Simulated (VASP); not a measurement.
Here is a VASP 6.6.1 calculation.

File INCAR:

```
ALGO = Normal
EDIFF = 1E-7
ENCUT = 520
GGA = PS
ISIF = 2
ISMEAR = 0
LASPH = True
LCHARG = False
LREAL = False
LWAVE = False
NBANDS = 16
NELM = 60
PREC = Accurate
SIGMA = 0.2
```

Contents of KPOINTS:

```
k-points
0
Gamma
  7 7 7
```

POSCAR

```
ZrS
1.0
    0.0000000000      2.6250000000      2.6250000000
    2.6250000000      0.0000000000      2.6250000000
    2.6250000000      2.6250000000      0.0000000000
Zr S
1 1
Direct
    0.0000000000      0.0000000000      0.0000000000
    0.5000000000      0.5000000000      0.5000000000
```

Potentials or basis: VASP PAW PBE potentials, release 64 (Zr_sv, S).

Command:

```bash
$ cat potpaw_PBE.64/Zr_sv/POTCAR potpaw_PBE.64/S/POTCAR > POTCAR
$ mpirun -np 1 vasp_std > vasp.out
```

(1) Estimate the pressure.

(2) Predict the band gap on the k mesh.

Results:

(1) -6.2 GPa.

(2) zero (band 9 reaches 11.55 eV, above the bottom of band 10 at 9.23 eV).

Caveat: the PAW data sets were made with another functional, which shifts forces and pressure a little.
